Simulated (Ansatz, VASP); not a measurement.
# Two plane-wave programs on Hf

```
Hf
1.0
     3.20481    0.00000    0.00000
    -1.60240    2.77544    0.00000
     0.00000    0.00000    5.06716
Hf
2
Direct
  0.00000 0.00000 0.00000
  0.33333 0.66667 0.50000
```

Alike in both runs: task single point; functional PBE; k mesh 29 × 29 × 16; no spin polarisation.

|  | VASP | Ansatz |
| --- | --- | --- |
| version | VASP 6.6.1 | Ansatz 0.2.0 |
| potentials or method | VASP PAW PBE potentials, release 64 (Hf_pv) | plane-wave PAW, scalar-relativistic |
| plane-wave cutoff (eV) | 520 | 420 |
| occupations | methfessel-paxton of order 1, width 0.1 eV | cold, width 0.1 eV |
| valence electrons in the cell | 20 | 52 |

Ansatz gave:

* pressure (GPa): 0.0
* traceless stress, the component that is largest in VASP (GPa): 0.00

Q: What did VASP give for the same quantities?

A: Pressure (GPa): -0.4; traceless stress, the component that is largest in VASP (GPa): -0.07.

VASP's potentials hold 20 valence electrons a cell and Ansatz's 52, so a difference there can come from the potentials and not from the codes.

Neither program's run includes spin-orbit coupling.
